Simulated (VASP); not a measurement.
# V (Im-3m) in VASP: further runs, part 2 of 2

VASP 6.6.1. The steps go on from the part before.

## (4) Single point, PBE

Input file INCAR:

```
  PREC = Accurate
  ENCUT = 500
  EDIFF = 1E-6
  ISMEAR = 0
  SIGMA = 0.1
  LREAL = F
  LASPH = T
  NELM = 120
  ALGO = Normal
  ISIF = 2
  LWAVE = F
  LCHARG = T
  GGA = PE
  LELF = T
  LVHAR = T
  NBANDS = 12
  GGA_COMPAT = F
```

Input file KPOINTS:

```
Automatic mesh
0
Gamma
  8 8 8
```

Input file POSCAR:

```
V
1.0
   -1.4949989633      1.4949989633      1.4949989633
    1.4949989633     -1.4949989633      1.4949989633
    1.4949989633      1.4949989633     -1.4949989633
V
1
Direct
    0.0000000000      0.0000000000      0.0000000000
```

Potentials or basis: VASP PAW PBE potentials, release 64 (V_sv).

Launch:

```bash
cat potpaw_PBE.64/V_sv/POTCAR > POTCAR
mpirun -np 1 vasp_std > vasp.out
```

OUTCAR:

```text
PREC = Accurate
   ENCUT = 500
   EDIFF = 1E-6
   ISMEAR = 0
   LREAL = F
   LASPH = T
   NELM = 120
   ISIF = 2
   GGA = PE

 ion  position               nearest neighbor table
   1  0.000  0.000  0.000-

  LATTYP: Found a body centered cubic cell.
 ALAT       =     2.9899979266

  Lattice vectors:

 A1 = (  -1.4949989633,   1.4949989633,   1.4949989633)
 A2 = (   1.4949989633,  -1.4949989633,   1.4949989633)
 A3 = (   1.4949989633,   1.4949989633,  -1.4949989633)

Analysis of symmetry for initial positions (statically):
=====================================================================
 Subroutine PRICEL returns:
 Original cell was already a primitive cell.

 Routine SETGRP: Setting up the symmetry group for a
 body centered cubic supercell.

 Subroutine GETGRP returns: Found 48 space group operations
 (whereof 48 operations were pure point group operations)
 out of a pool of 48 trial point group operations.

The static configuration has the point symmetry O_h .

Analysis of symmetry for dynamics (positions and initial velocities):
=====================================================================
 Subroutine PRICEL returns:
 Original cell was already a primitive cell.

 Routine SETGRP: Setting up the symmetry group for a
 body centered cubic supercell.

 Subroutine GETGRP returns: Found 48 space group operations
 (whereof 48 operations were pure point group operations)
 out of a pool of 48 trial point group operations.

The dynamic configuration has the point symmetry O_h .

 Subroutine INISYM returns: Found 48 space group operations
 (whereof 48 operations are pure point group operations),
 and found     1 'primitive' translations

----------------------------------------------------------------------------------------

                                     Primitive cell

  volume of cell :      13.3654

  direct lattice vectors                    reciprocal lattice vectors
    -1.494998963  1.494998963  1.494998963     0.000000000  0.334448392  0.334448392
     1.494998963 -1.494998963  1.494998963     0.334448392  0.000000000  0.334448392
     1.494998963  1.494998963 -1.494998963     0.334448392  0.334448392  0.000000000

  length of vectors
     2.589414162  2.589414162  2.589414162     0.472981453  0.472981453  0.472981453

  position of ions in fractional coordinates (direct lattice)
     0.000000000  0.000000000  0.000000000

  ion indices of the primitive-cell ions
   primitive index   ion index
                 1           1

----------------------------------------------------------------------------------------

 KPOINTS: Automatic mesh

Automatic generation of k-mesh.
 Grid dimensions read from file:
 generate k-points for:    8    8    8

 Generating k-lattice:

  Cartesian coordinates                     Fractional coordinates (reciprocal lattice)
     0.000000000  0.041806049  0.041806049     0.125000000  0.000000000  0.000000000
     0.041806049  0.000000000  0.041806049     0.000000000  0.125000000  0.000000000
     0.041806049  0.041806049  0.000000000     0.000000000  0.000000000  0.125000000

  Length of vectors
     0.059122682  0.059122682  0.059122682

  Shift w.r.t. Gamma in fractional coordinates (k-lattice)
     0.000000000  0.000000000  0.000000000

 Subroutine IBZKPT returns following result:
 ===========================================

 Found     29 irreducible k-points:

 Following reciprocal coordinates:
            Coordinates               Weight
  0.000000  0.000000  0.000000      1.000000
  0.125000  0.000000  0.000000     12.000000
  0.250000  0.000000  0.000000     12.000000
  0.375000  0.000000  0.000000     12.000000
  0.500000  0.000000  0.000000      6.000000
  0.125000  0.125000  0.000000     24.000000
[... 16 lines left out ...]
 -0.250000  0.250000  0.250000      6.000000
 -0.375000  0.375000  0.250000     24.000000
 [... further k-points ...]
   k-points           NKPTS =     29   k-points in BZ     NKDIM =     29   number of bands    NBANDS=     12
   number of dos      NEDOS =    301   number of ions     NIONS =      1
   total plane-waves  NPLWV =   8000
   dimension x,y,z NGX =    20 NGY =   20 NGZ =   20
   dimension x,y,z NGXF=    40 NGYF=   40 NGZF=   40
   ions per type =               1
   NGX,Y,Z   is equivalent  to a cutoff of  12.84, 12.84, 12.84 a.u.
   NGXF,Y,Z  is equivalent  to a cutoff of  25.68, 25.68, 25.68 a.u.
 SYSTEM =  unknown system
   PREC   = accura    normal or accurate (medium, high low for compatibility)
   ISTART =      0    job   : 0-new  1-cont  2-samecut
   ICHARG =      2    charge: 1-file 2-atom 10-const
   ISPIN  =      1    spin polarized calculation?
   LNONCOLLINEAR =      F non collinear calculations
   LSORBIT =      F    spin-orbit coupling
   LASPH  =      T    aspherical Exc in radial PAW
   ENCUT  =  500.0 eV  36.75 Ry    6.06 a.u.   4.72  4.72  4.72*2*pi/ulx,y,z
   NELM   =    120;   NELMIN=  2; NELMDL= -5     # of ELM steps
   EDIFF  = 0.1E-05   stopping-criterion for ELM
   LREAL  =      F    real-space projection
   EDIFFG = 0.1E-04   stopping-criterion for IOM
   NSW    =      0    number of steps for IOM
   IBRION =     -1    ionic relax: 0-MD 1-quasi-New 2-CG
   NFREE  =      0    steps in history (QN), initial steepest desc. (CG)
   ISIF   =      2    stress and relaxation
   ISYM   =      2    0-nonsym 1-usesym 2-fastsym
   POTIM  = 0.5000    time-step for ionic-motion
   TEBEG  =    0.0;   TEEND  =   0.0 temperature during run
   PSTRESS=    0.0 pullay stress
   NELECT =      13.0000    total number of electrons
   NUPDOWN=      -1.0000    fix difference up-down
   EMIN   =  10.00;   EMAX   =-10.00  energy-range for DOS
   EFERMI =   0.00;   METHOD = LEGACY
   ISMEAR =     0;   SIGMA  =   0.10  broadening in eV -4-tet -1-fermi 0-gaus
   EFERMI_NEDOS =   21; number of points for ismear=-14 and -15
   IALGO  =     38    algorithm
   IMIX   =      4    mixing-type and parameters
     AMIX     =   0.40;   BMIX     =  1.00
     AMIX_MAG =   1.60;   BMIX_MAG =  1.00
  volume/ion in A,a.u.               =      13.37        90.19
  Fermi-wavevector in a.u.,A,eV,Ry     =   1.622041  3.065212 35.797143  2.631016
  Thomas-Fermi vector in A             =   2.715719
   LORBIT       =      0    0 simple, 1 ext, 2 COOP (PROOUT), +10 PAW based schemes
   GGA     = PE    functional components
   LHFCALC =     F    Hartree Fock is set to
   AEXX    =    0.0000 exact exchange contribution
   IVDW    =     0    specifies the selected vdW correction
   LEPSILON=     F    determine dielectric tensor
   LRPA    =     F    only Hartree local field effects (RPA)
 non-spin polarized calculation
 Gauss-broadening in eV      SIGMA  =   0.10
  energy-cutoff  :      500.00
  volume of cell :       13.37
 maximum number of plane-waves:       370
   NGX =  9   NGY =  9   NGZ =  9

 number of electron      12.9999990 magnetization

 Free energy of the ion-electron system (eV)
  ---------------------------------------------------
  ext. energy  EPLUGINS =         0.00000000
  ---------------------------------------------------
  free energy    TOTEN  =        -9.00954828 eV

  energy without entropy =       -9.00000652  energy(sigma->0) =       -9.00477740

 E-fermi :   9.8290     XC(G=0): -12.9405

 val. band max:        9.8081670988   @ k =   0.2500   0.0000   0.0000
 cond. band min:       9.8417836709   @ k =  -0.2500   0.2500   0.1250
 fundamental gap:      0.0336165721
 Fermi energy:         9.8290220980

 k-point     1 :       0.0000    0.0000    0.0000
  band No.  band energies     occupation
      1     -53.8584      2.00000
      2     -27.1487      2.00000
      3     -27.1487      2.00000
      4     -27.1487      2.00000
      5       3.2023      2.00000
      6      10.2502      0.00000
      7      10.2502      0.00000
      8      10.2502      0.00000
      9      12.2825      0.00000
     10      12.2825      0.00000
     11      30.3500      0.00000
     12      30.3500      0.00000
[... 331 lines left out ...]
 k-point    24 :      -0.3750    0.3750    0.2500
  band No.  band energies     occupation
      1     -53.6099      2.00000
      2     -27.8297      2.00000
      3     -27.5645      2.00000
      4     -27.4822      2.00000
      5       7.5842      2.00000
      6       8.3280      2.00000
      7      10.7016      0.00000
      8      11.3002      0.00000
      9      13.0286      0.00000
     10      14.8830      0.00000
     11      23.0692      0.00000
     12      25.3367      0.00000

 [... further k-points ...]

------------------------ aborting loop because EDIFF is reached ----------------------------------------

  FORCE on cell =-STRESS in cart. coord.  units (eV):
  Direction    XX          YY          ZZ          XY          YZ          ZX
  --------------------------------------------------------------------------------------
  -------------------------------------------------------------------------------------
  Total        0.0086621      0.0086621      0.0086621      0.0000000     -0.0000000      0.0000000
  in kB        1.0383628      1.0383628      1.0383628      0.0000000     -0.0000000      0.0000000
  external PRESSURE =       1.0383628 kB  Pullay stress =       0.0000000 kB

 VOLUME and BASIS-vectors are now :
 -----------------------------------------------------------------------------
  energy-cutoff  :      500.00
  volume of cell :       13.37
      direct lattice vectors                 reciprocal lattice vectors
    -1.494998963  1.494998963  1.494998963     0.000000000  0.334448392  0.334448392
     1.494998963 -1.494998963  1.494998963     0.334448392  0.000000000  0.334448392
     1.494998963  1.494998963 -1.494998963     0.334448392  0.334448392  0.000000000

 POSITION                                       TOTAL-FORCE (eV/Angst)
 -----------------------------------------------------------------------------------
      0.00000      0.00000      0.00000         0.000000     -0.000000      0.000000
 -----------------------------------------------------------------------------------
    total drift:                                0.000000     -0.000000      0.000000

  FREE ENERGIE OF THE ION-ELECTRON SYSTEM (eV)
  ---------------------------------------------------
  free  energy   TOTEN  =        -9.0095482776 eV

  energy  without entropy=       -9.0000065241  energy(sigma->0) =       -9.00477740
```

stdout:

```text
POSCAR found type information on POSCAR V
 POSCAR found :  1 types and       1 ions
 scaLAPACK will be used
 LDA part: xc-table for (Slater+PW92), standard interpolation
 POSCAR, INCAR and KPOINTS ok, starting setup
 FFT: planning ... GRIDC
 FFT: planning ... GRID_SOFT
 FFT: planning ... GRID
 WAVECAR not read
 entering main loop
```

Run time: 14 s. Hardware: 1 thread of Intel Xeon 8259CL, shared host; peak memory 0.12 GiB.

Results:

```yaml
Free_energy: -9.0095 eV
Pressure: 0.1 GPa
```

Levels at points of the mesh, in eV from the Fermi level:
```
           k point  band 3  band 4  band 5  band 6  band 7  band 8  band 9  band 10
(0.00, 0.00, 0.00)  -36.98  -36.98   -6.63    0.42    0.42    0.42    2.45     2.45
(0.50, 0.00, 0.00)  -37.27  -36.99   -3.21   -1.14    1.65    2.46    2.82     4.17
(0.50, 0.50, 0.50)  -37.61  -37.61   -3.03   -3.03    3.77    3.77    3.77    10.26
```

Caveat: the k points lie up to 0.37 Å⁻¹ apart.

## (5) Relaxation of cell and atoms, PBE

This run uses another cell than the first one, of 14.69 Å³/atom, 1.099 times its volume.

Input file INCAR:

```
SYSTEM = V
PREC = Accurate ; ENCUT = 500
EDIFF = 1E-7 ; ISMEAR = 0
SIGMA = 0.1 ; LREAL = .FALSE.
LASPH = .TRUE. ; NELM = 120
ALGO = Normal ; ISIF = 3
LWAVE = .FALSE. ; LCHARG = .FALSE.
GGA = PE ; IBRION = 2
NSW = 80 ; EDIFFG = -0.05
GGA_COMPAT = .FALSE. ; NELMIN = 4
```

Input file KPOINTS:

```
regular mesh
0
G
  8 8 8
  0 0 0
```

Input file POSCAR:

```
V
1.0
   -1.5427435287      1.5427435287      1.5427435287
    1.5427435287     -1.5427435287      1.5427435287
    1.5427435287      1.5427435287     -1.5427435287
V
1
Direct
    0.0000000000      0.0000000000      0.0000000000
```

Launch:

```bash
cat potpaw_PBE.64/V_sv/POTCAR > POTCAR
mpirun -np 1 vasp_std > vasp.out
```

Run time: 33 s. Hardware: 1 thread of Intel Xeon 8259CL, shared host; peak memory 0.13 GiB.

Results (log left out):

* Free energy: -9.0103 eV
* Relaxed volume: 13.41 Å³/atom
* Relaxed cell: a = 2.592 Å, b = 2.592 Å, c = 2.592 Å, α = 109.47°, β = 109.47°, γ = 109.47°
* Space group after relaxing (to 0.05 Å): Im-3m (No. 229)
* Energy gained by relaxing: 61.9 meV/atom
* Ionic steps: 3
* Pressure after relaxing: -0.3 GPa

The path:
```csv
step,energy change (eV),largest force (eV/Å),pressure (GPa),volume (Å³)
1,0.0000,0.0000,-14.12,14.69
2,0.0213,0.0000,22.75,12.10
3,-0.0619,0.0000,-0.35,13.41
```

Final structure:
```yaml
crystal:
  lattice:
    - [-1.49663, 1.49663, 1.49663]
    - [1.49663, -1.49663, 1.49663]
    - [1.49663, 1.49663, -1.49663]
  atoms:
    - { symbol: V, position: [0.00000, 0.00000, 0.00000] }
```

Levels at points of the mesh, in eV from the Fermi level:
```csv
k point,band 3,band 4,band 5,band 6,band 7,band 8,band 9,band 10
"(0.00, 0.00, 0.00)",-36.99,-36.99,-6.62,0.42,0.42,0.42,2.44,2.44
"(0.50, 0.00, 0.00)",-37.27,-36.99,-3.20,-1.13,1.63,2.45,2.81,4.15
"(0.50, 0.50, 0.50)",-37.61,-37.61,-3.02,-3.02,3.76,3.76,3.76,10.23
```

## (6) Single point, PBE, collinear spin, ferromagnetic start

This run uses another cell than the first one, of 14.69 Å³/atom, 1.099 times its volume.

Input file INCAR:

```
SYSTEM = V
ALGO = Normal ; EDIFF = 1E-6
ENCUT = 500 ; GGA = PE
GGA_COMPAT = .False. ; ISIF = 2
ISMEAR = 0 ; ISPIN = 2
LASPH = .True. ; LCHARG = .False.
LMAXMIX = 4 ; LORBIT = 11
LREAL = .False. ; LWAVE = .False.
MAGMOM = 2 ; NBANDS = 16
NELM = 200 ; PREC = Accurate
SIGMA = 0.1
```

Input file KPOINTS:

```
k-points
0
Gamma
  8 8 8
  0 0 0
```

POSCAR is that of step 5.

Potentials or basis: VASP PAW PBE potentials, release 64 (V_sv).

Launch:

```bash
cat potpaw_PBE.64/V_sv/POTCAR > POTCAR
mpirun -np 1 vasp_std > vasp.out
```

Wall time 53 s (1 thread of Intel Xeon 8259CL, shared host); peak memory 0.14 GiB.

The run converged. Its results:

- Free energy: -8.9484 eV
- Pressure: -14.1 GPa
- Net moment: 0.00 μB per cell
- Valence electrons inside the program's atomic spheres: V 11.52

Levels at points of the mesh, in eV from the Fermi level:
Spin up:
| k point | band 3 | band 4 | band 5 | band 6 | band 7 | band 8 | band 9 | band 10 |
| --- | --- | --- | --- | --- | --- | --- | --- | --- |
| (0.00, 0.00, 0.00) | -37.24 | -37.24 | -6.42 | 0.38 | 0.38 | 0.38 | 2.19 | 2.19 |
| (0.50, 0.00, 0.00) | -37.46 | -37.25 | -2.91 | -0.98 | 1.34 | 2.17 | 2.50 | 3.67 |
| (0.50, 0.50, 0.50) | -37.72 | -37.72 | -2.64 | -2.64 | 3.33 | 3.33 | 3.33 | 9.40 |
Spin down:
```csv
k point,band 2,band 3,band 4,band 5,band 6,band 7,band 8,band 9,band 10,band 11
"(0.00, 0.00, 0.00)",-37.24,-37.24,-37.24,-6.41,0.39,0.39,0.39,2.19,2.19,19.77
"(0.50, 0.00, 0.00)",-37.92,-37.46,-37.24,-2.91,-0.98,1.34,2.17,2.50,3.67,9.13
"(0.50, 0.50, 0.50)",-37.71,-37.71,-37.71,-2.63,-2.63,3.33,3.33,3.33,9.40,9.40
```

## (7) The runs side by side

| task | spin | cell | gap on the mesh (eV) | pressure (GPa) |
| --- | --- | --- | --- | --- |
| single point | off | a = 2.589 Å, angles 109.5°, 1 atom | none | 0.1 |
| relaxation of cell and atoms | off | relaxed from a = 2.672 Å, angles 109.5°, 1 atom | none | -0.3 |
| single point | collinear, ferromagnetic start | a = 2.672 Å, angles 109.5°, 1 atom | none | -14.1 |

Alike in all rows: level PBE; potentials or basis VASP PAW PBE potentials, release 64 (V_sv); k mesh 8 × 8 × 8; cutoff (eV) 500; smearing gaussian 0.1 eV.

Caveats: some runs use coarse meshes.

Total energies depend on the potentials used, so only differences within one code and one set of settings carry meaning.
